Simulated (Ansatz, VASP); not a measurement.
## C: VASP beside Ansatz

```
CELL_PARAMETERS angstrom
2.46474 0.00000 0.00000
-1.23237 2.13453 0.00000
0.00000 0.00000 3.51391
ATOMIC_POSITIONS crystal
C 0.33333 0.66667 0.00000
C 0.66667 0.33333 0.00000
```

Change from the starting cell: strain along c alone, the other axes held, atoms relaxed: -1.5 %.

Alike in both runs: task single point; functional PBE; dispersion D3(BJ); k mesh 24 × 24 × 14; occupations gaussian, width 0.1 eV; no spin polarisation.

|  | VASP | Ansatz |
| --- | --- | --- |
| version | VASP 6.6.1 | Ansatz 0.2.0 |
| potentials or method | VASP PAW PBE potentials, release 64 (C), cutoff 520 eV | scalar-relativistic, plane waves, PAW |
| valence electrons in the cell | 8 | 8 |

VASP gave:

* gap on the k mesh at the Fermi level (eV): none
* pressure (GPa): 0.5
* traceless stress, the component that is largest in VASP (GPa): -0.02

Q: What did Ansatz give for the same quantities?

A: gap on the k mesh at the Fermi level (eV): none; pressure (GPa): 0.1; traceless stress, the component that is largest in VASP (GPa): 0.48.

A gap of «none» marks a metal or a gap that the smearing closes.
